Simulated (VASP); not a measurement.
# H2C3O in VASP: notebook

H2C3O is run at these levels: LDA; tasks: single point.

Everything below comes from runs of VASP 6.6.1. Logs are shortened: lines on timing, memory, paths and dates and some standing lists are left out, and cuts for length are marked.

**1. The cell of the first run**

The cell holds a disordered packing, 36 atoms: a = 9.158 Å, b = 9.158 Å, c = 9.158 Å, α = 90.00°, β = 90.00°, γ = 90.00°.

**2. Single point, LDA**

Contents of INCAR:

```
SYSTEM = H2C3O
PREC     = Accurate       ! precision mode
ENCUT    = 910            ! plane-wave cutoff, eV
EDIFF    = 1E-6           ! SCF threshold, eV
ISMEAR   = -1             ! smearing method
SIGMA    = 0.02           ! smearing width, eV
LREAL    = Auto         
LASPH    = .True.         ! aspherical terms in the spheres
NELM     = 120            ! most SCF steps
ALGO     = Normal         ! electronic algorithm
ISIF     = 2              ! what is computed and relaxed
LWAVE    = .False.        ! write WAVECAR
LCHARG   = .True.         ! write CHGCAR
LELF     = .True.         ! ELF
LVHAR    = .True.       
NBANDS   = 84             ! bands
GGA_COMPAT= .False.
```

Contents of KPOINTS:

```
Automatic mesh
0
Gamma
  1 1 1
  0 0 0
```

Contents of POSCAR:

```
H2C3O
1.0
    9.1577140000      0.0000000000      0.0000000000
    0.0000000000      9.1577140000      0.0000000000
    0.0000000000      0.0000000000      9.1577140000
C H O
18 12 6
Direct
    0.9461640754      0.1835829335      0.2066126983
    0.9871022397      0.1301962477      0.0927305657
    0.6691407921      0.9134812465      0.1590680818
    0.5597575989      0.9279936019      0.2313677846
    0.8831461651      0.9641925922      0.4991857138
    0.8577358935      1.0406964009      0.6024429241
    0.2415995957      0.0456336592      0.7343754129
    0.2250452460      0.0538671551      0.8637745184
    0.9831383684      0.3357060507      0.7223090828
    0.8882129317      0.4030918633      0.6613768458
    0.9779296449      0.6056314928      0.4017924124
    0.9777003300      0.5863690436      0.2702530348
    0.3694808552      0.4136185079      0.8115671662
    0.2772853575      0.1919474664      0.2653500644
    0.7590213016      0.5243011520      0.9928678707
    0.6090930553      0.1818576121      0.8763649968
    0.0239797836      0.6866888396      0.7648633709
    0.5459222684      0.7987364532      0.6249048616
    1.0312180529      0.0808389517     -0.0045753777
    0.9172485623      0.2345017545      0.3065284633
    0.4784818569      0.9794365712      0.3100337049
    0.7768423430      0.8997223543      0.0952202700
    0.8342802582      1.1237629828      0.6901176429
    0.9231779896      0.8957803225      0.4098293526
    0.2184278740      0.0485819933      0.9820136335
    0.2390443729      0.0259453396      0.6243151948
    0.7797142387      0.4342568462      0.6304084185
    1.0699941055      0.2842194024      0.7732715828
    1.0284335152      0.5793913197      0.1678038864
    0.9549653986      0.6005101273      0.5155871869
    0.3355422543      0.5124204578      0.8807438188
    0.2862067979      0.3114751127      0.2902689470
    0.6831289992      0.5694980210      0.9094736962
    0.5820229808      0.2223043873      0.9878775424
    0.0582568969      0.7144250192      0.8762448795
    0.4679442926      0.8870663574      0.5922766315
```

Potentials or basis: VASP PAW LDA potentials, release 64 (C_h, H_h, O_h).

Command:

```sh
> cat potpaw_LDA.64/C_h/POTCAR potpaw_LDA.64/H_h/POTCAR potpaw_LDA.64/O_h/POTCAR > POTCAR
> mpirun -np 1 vasp_gam > vasp.out
```

OUTCAR:

```text
SYSTEM = H2C3O
   PREC = Accurate
   ENCUT = 910
   EDIFF = 1E-6
   ISMEAR = -1
   LREAL = Auto
   LASPH = .True.
   NELM = 120
   ISIF = 2

 ion  position               nearest neighbor table
   1  0.946  0.184  0.207-  20 1.06   2 1.21
   2  0.987  0.130  0.093-  19 1.08   1 1.21
   3  0.669  0.913  0.159-  22 1.15   4 1.21
   4  0.560  0.928  0.231-  21 1.14   3 1.21
   5  0.883  0.964  0.499-  24 1.09   6 1.20
   6  0.858  0.041  0.602-  23 1.13   5 1.20
   7  0.242  0.046  0.734-  26 1.02   8 1.20
   8  0.225  0.054  0.864-  25 1.09   7 1.20
   9  0.983  0.336  0.722-  28 1.04  10 1.20
  10  0.888  0.403  0.661-  27 1.07   9 1.20
  11  0.978  0.606  0.402-  30 1.06  12 1.22
  12  0.978  0.586  0.270-  29 1.05  11 1.22
  13  0.369  0.414  0.812-  31 1.15
  14  0.277  0.192  0.265-  32 1.12
  15  0.759  0.524  0.993-  33 1.11
  16  0.609  0.182  0.876-  34 1.11
  17  0.024  0.687  0.765-  35 1.10
  18  0.546  0.799  0.625-  36 1.12
[... 16 lines left out ...]
  35  0.058  0.714  0.876-  17 1.10
  36  0.468  0.887  0.592-  18 1.12

  LATTYP: Found a simple cubic cell.
 ALAT       =     9.1577140000

  Lattice vectors:

 A1 = (   9.1577140000,   0.0000000000,   0.0000000000)
 A2 = (   0.0000000000,   9.1577140000,   0.0000000000)
 A3 = (   0.0000000000,   0.0000000000,   9.1577140000)

Analysis of symmetry for initial positions (statically):
=====================================================================
 Subroutine PRICEL returns:
 Original cell was already a primitive cell.

 Routine SETGRP: Setting up the symmetry group for a
 simple cubic supercell.

 Subroutine GETGRP returns: Found  1 space group operations
 (whereof  1 operations were pure point group operations)
 out of a pool of 48 trial point group operations.

The static configuration has the point symmetry C_1 .

Analysis of symmetry for dynamics (positions and initial velocities):
=====================================================================
 Subroutine PRICEL returns:
 Original cell was already a primitive cell.

 Routine SETGRP: Setting up the symmetry group for a
 simple cubic supercell.

 Subroutine GETGRP returns: Found  1 space group operations
 (whereof  1 operations were pure point group operations)
 out of a pool of 48 trial point group operations.

The dynamic configuration has the point symmetry C_1 .

 Subroutine INISYM returns: Found  1 space group operations
 (whereof  1 operations are pure point group operations),
 and found     1 'primitive' translations

----------------------------------------------------------------------------------------

                                     Primitive cell

  volume of cell :     768.0000

  direct lattice vectors                    reciprocal lattice vectors
     9.157714000  0.000000000  0.000000000     0.109197557  0.000000000  0.000000000
     0.000000000  9.157714000  0.000000000     0.000000000  0.109197557  0.000000000
     0.000000000  0.000000000  9.157714000     0.000000000  0.000000000  0.109197557

  length of vectors
     9.157714000  9.157714000  9.157714000     0.109197557  0.109197557  0.109197557

  position of ions in fractional coordinates (direct lattice)
     0.946164075  0.183582933  0.206612698
     0.987102240  0.130196248  0.092730566
     0.669140792  0.913481246  0.159068082
     0.559757599  0.927993602  0.231367785
     0.883146165  0.964192592  0.499185714
     0.857735893  0.040696401  0.602442924
[... 28 lines left out ...]
     0.058256897  0.714425019  0.876244879
     0.467944293  0.887066357  0.592276631

  ion indices of the primitive-cell ions
   primitive index   ion index
                 1           1
                 2           2
                 3           3
                 4           4
                 5           5
                 6           6
[... 28 lines left out ...]
                35          35
                36          36

----------------------------------------------------------------------------------------

 KPOINTS: Automatic mesh

Automatic generation of k-mesh.
 Grid dimensions read from file:
 generate k-points for:    1    1    1

 Generating k-lattice:

  Cartesian coordinates                     Fractional coordinates (reciprocal lattice)
     0.109197557  0.000000000  0.000000000     1.000000000  0.000000000  0.000000000
     0.000000000  0.109197557  0.000000000     0.000000000  1.000000000  0.000000000
     0.000000000  0.000000000  0.109197557     0.000000000  0.000000000  1.000000000

  Length of vectors
     0.109197557  0.109197557  0.109197557

  Shift w.r.t. Gamma in fractional coordinates (k-lattice)
     0.000000000  0.000000000  0.000000000

 Subroutine IBZKPT returns following result:
 ===========================================

 Found      1 irreducible k-points:

 Following reciprocal coordinates:
            Coordinates               Weight
  0.000000  0.000000  0.000000      1.000000
   k-points           NKPTS =      1   k-points in BZ     NKDIM =      1   number of bands    NBANDS=     84
   number of dos      NEDOS =    301   number of ions     NIONS =     36
   total plane-waves  NPLWV = 729000
   dimension x,y,z NGX =    90 NGY =   90 NGZ =   90
   dimension x,y,z NGXF=   180 NGYF=  180 NGZF=  180
   ions per type =              18  12   6
   NGX,Y,Z   is equivalent  to a cutoff of  16.34, 16.34, 16.34 a.u.
   NGXF,Y,Z  is equivalent  to a cutoff of  32.68, 32.68, 32.68 a.u.
 SYSTEM =  H2C3O
   PREC   = accura    normal or accurate (medium, high low for compatibility)
   ISTART =      0    job   : 0-new  1-cont  2-samecut
   ICHARG =      2    charge: 1-file 2-atom 10-const
   ISPIN  =      1    spin polarized calculation?
   LNONCOLLINEAR =      F non collinear calculations
   LSORBIT =      F    spin-orbit coupling
   LASPH  =      T    aspherical Exc in radial PAW
   ENCUT  =  910.0 eV  66.88 Ry    8.18 a.u.  22.52 22.52 22.52*2*pi/ulx,y,z
   NELM   =    120;   NELMIN=  2; NELMDL= -5     # of ELM steps
   EDIFF  = 0.1E-05   stopping-criterion for ELM
   LREAL  =      T    real-space projection
   EDIFFG = 0.1E-04   stopping-criterion for IOM
   NSW    =      0    number of steps for IOM
   IBRION =     -1    ionic relax: 0-MD 1-quasi-New 2-CG
   NFREE  =      0    steps in history (QN), initial steepest desc. (CG)
   ISIF   =      2    stress and relaxation
   ISYM   =      2    0-nonsym 1-usesym 2-fastsym
   POTIM  = 0.5000    time-step for ionic-motion
   TEBEG  =    0.0;   TEEND  =   0.0 temperature during run
   PSTRESS=    0.0 pullay stress
   NELECT =     120.0000    total number of electrons
   NUPDOWN=      -1.0000    fix difference up-down
   EMIN   =  10.00;   EMAX   =-10.00  energy-range for DOS
   EFERMI =   0.00;   METHOD = LEGACY
   ISMEAR =    -1;   SIGMA  =   0.02  broadening in eV -4-tet -1-fermi 0-gaus
   EFERMI_NEDOS =   21; number of points for ismear=-14 and -15
   IALGO  =     38    algorithm
   IMIX   =      4    mixing-type and parameters
     AMIX     =   0.40;   BMIX     =  1.00
     AMIX_MAG =   1.60;   BMIX_MAG =  1.00
  volume/ion in A,a.u.               =      21.33       143.96
  Fermi-wavevector in a.u.,A,eV,Ry     =   0.881755  1.666276 10.578431  0.777493
  Thomas-Fermi vector in A             =   2.002295
   LORBIT       =      0    0 simple, 1 ext, 2 COOP (PROOUT), +10 PAW based schemes
   GGA     = CA    functional components
   LHFCALC =     F    Hartree Fock is set to
   AEXX    =    0.0000 exact exchange contribution
   IVDW    =     0    specifies the selected vdW correction
   LEPSILON=     F    determine dielectric tensor
   LRPA    =     F    only Hartree local field effects (RPA)
 non-spin polarized calculation
  energy-cutoff  :      910.00
  volume of cell :      768.00
 maximum number of plane-waves:     23969
 NGX is ok and might be reduce to    90
   NGX = 45   NGY = 45   NGZ = 45

 number of electron     120.0000002 magnetization

 Free energy of the ion-electron system (eV)
  ---------------------------------------------------
  ext. energy  EPLUGINS =         0.00000000
  ---------------------------------------------------
  free energy    TOTEN  =      -239.59297434 eV

  energy without entropy =     -239.59297434  energy(sigma->0) =     -239.59297434

 E-fermi :  -3.6694     XC(G=0):  -5.9974

 val. band max:       -4.1491335963   @ k =   0.0000   0.0000   0.0000
 cond. band min:       0.1262553968   @ k =   0.0000   0.0000   0.0000
 fundamental gap:      4.2753889931
 Fermi energy:        -3.6693783608

 k-point     1 :       0.0000    0.0000    0.0000
  band No.  band energies     occupation
      1     -26.8949      2.00000
      2     -26.6115      2.00000
      3     -26.5377      2.00000
      4     -26.4831      2.00000
      5     -26.4661      2.00000
      6     -26.2676      2.00000
[... 64 lines left out ...]
     71       0.8793      0.00000
     72       0.9574      0.00000
 [bands above 72 left out]

------------------------ aborting loop because EDIFF is reached ----------------------------------------

  FORCE on cell =-STRESS in cart. coord.  units (eV):
  Direction    XX          YY          ZZ          XY          YZ          ZX
  --------------------------------------------------------------------------------------
  -------------------------------------------------------------------------------------
  Total       -0.4087149     -1.0116451      7.0151484     -0.7025070     -1.3685954      4.4667767
  in kB       -0.8526480     -2.1104621     14.6347806     -1.4655479     -2.8551204      9.3184482
  external PRESSURE =       3.8905568 kB  Pullay stress =       0.0000000 kB

 VOLUME and BASIS-vectors are now :
 -----------------------------------------------------------------------------
  energy-cutoff  :      910.00
  volume of cell :      768.00
      direct lattice vectors                 reciprocal lattice vectors
     9.157714000  0.000000000  0.000000000     0.109197557  0.000000000  0.000000000
     0.000000000  9.157714000  0.000000000     0.000000000  0.109197557  0.000000000
     0.000000000  0.000000000  9.157714000     0.000000000  0.000000000  0.109197557

 POSITION                                       TOTAL-FORCE (eV/Angst)
 -----------------------------------------------------------------------------------
      8.66470      1.68120      1.89210         0.493739     -0.496422     -1.238778
      9.03960      1.19230      0.84920        -0.339466      0.270945      0.765447
      6.12780      8.36540      1.45670         1.785927     -0.395393     -1.032413
      5.12610      8.49830      2.11880        -0.667034      1.313399      1.205399
      8.08760      8.82980      4.57140         0.660414     -0.689924     -0.820559
      7.85490      0.37269      5.51700        -0.476995      1.457373      1.476550
[... 28 lines left out ...]
      0.53350      6.54250      8.02440         1.185475      0.944749      3.997397
      4.28530      8.12350      5.42390        -0.618688      0.764789     -0.374686
 -----------------------------------------------------------------------------------
    total drift:                                0.000118     -0.004893      0.002413

  FREE ENERGIE OF THE ION-ELECTRON SYSTEM (eV)
  ---------------------------------------------------
  free  energy   TOTEN  =      -239.5929743384 eV

  energy  without entropy=     -239.5929743383  energy(sigma->0) =     -239.59297434
```

Wall time 2.4 min (1 thread of Intel Xeon 6975P-C (Granite Rapids), shared host); peak memory 0.86 GiB.

Results:

```
Free energy            : -239.5930 eV
Pressure               : 0.4 GPa
Largest force          : 4.275 eV/Å
Band gap on the k mesh : 4.28 eV
```

Forces on the atoms (eV/Å):
```
C    0.494 -0.496 -1.239
C   -0.339  0.271  0.765
C    1.786 -0.395 -1.032
C   -0.667  1.313  1.205
C    0.660 -0.690 -0.821
C   -0.477  1.457  1.477
C   -0.388  0.172  1.555
C    0.304 -0.178  1.003
C   -0.925  0.958 -0.686
C   -0.511 -0.544  0.467
C   -0.605 -0.486 -1.337
C    0.614  0.476  1.902
C   -0.592  1.755  1.121
C    0.041 -0.845 -0.173
C    1.306 -0.744  1.372
C    0.459 -0.585 -1.520
C   -1.216 -0.836 -4.008
C    0.759 -0.815  0.311
H   -0.377  0.057 -0.069
H   -0.292  0.259  0.615
H    0.907 -1.106 -1.270
H   -2.035  0.165  1.109
H    0.165 -1.151 -1.038
H   -0.408  0.173  0.336
H    0.344  0.154 -0.283
H    0.102 -0.156 -2.259
H   -0.068  0.427 -0.382
H    1.489 -0.899  0.714
H   -0.001 -0.154 -1.342
H    0.063  0.284  0.721
O    0.548 -1.695 -1.166
O    0.023  0.835  0.161
O   -1.324  0.756 -1.378
O   -0.404  0.554  1.546
O    1.185  0.945  3.997
O   -0.619  0.765 -0.375
```

Caveat: the k points lie up to 0.69 Å⁻¹ apart; the cutoff is under 1.25 times the usual one of these potentials, so pressure, stress and relaxed cells hold a basis-set (Pulay) error.

(Part 1 of 2 ends here.)
